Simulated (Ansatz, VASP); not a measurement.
# Two plane-wave programs on Hf2N

```
Hf N
1.0
     5.25216    0.00000    0.00000
     0.00000    5.25216    0.00000
     0.00000    0.00000    3.20058
Hf N
4 2
Direct
  0.31694 0.27386 0.00000
  0.68306 0.72614 0.00000
  0.81694 0.22614 0.50000
  0.18306 0.77386 0.50000
  0.00000 0.00000 0.00000
  0.50000 0.50000 0.50000
```

Change from the starting cell: mode 4 frozen in at +0.160 Å (largest displacement).

Alike in both runs: task single point; functional LDA; k mesh 8 × 8 × 12; occupations gaussian, width 0.15 eV; no spin polarisation.

|  | VASP | Ansatz |
| --- | --- | --- |
| version | VASP 6.6.1 | Ansatz 0.2.0 |
| potentials or method | VASP PAW LDA potentials, release 64 (Hf_pv, N), cutoff 520 eV | scalar-relativistic, plane waves, PAW |
| valence electrons in the cell | 50 | 114 |

Ansatz gave:

| Item | Value |
| --- | --- |
| gap on the k mesh at the Fermi level (eV) | none |
| pressure (GPa) | -0.5 |
| traceless stress, the component that is largest in VASP (GPa) | 4.75 |
| rms of the force components (eV/Å) | 0.082 |

Problem. Estimate VASP's values.

Solution. gap on the k mesh at the Fermi level (eV): none; pressure (GPa): -0.7; traceless stress, the component that is largest in VASP (GPa): 4.80; rms of the force components (eV/Å): 0.087.

Ansatz warns that its potentials were made for another functional, while VASP's fit it. LDA's correlation is that of Perdew and Zunger in VASP and of Perdew and Wang (1992) in Ansatz. Atom by atom the forces differ by 0.005 eV/Å (rms over components). A gap of «none» marks a metal or a gap that the smearing closes. VASP's potentials hold 50 valence electrons a cell and Ansatz's 114, so a difference there can come from the potentials and not from the codes.

Spin-orbit coupling is off throughout.
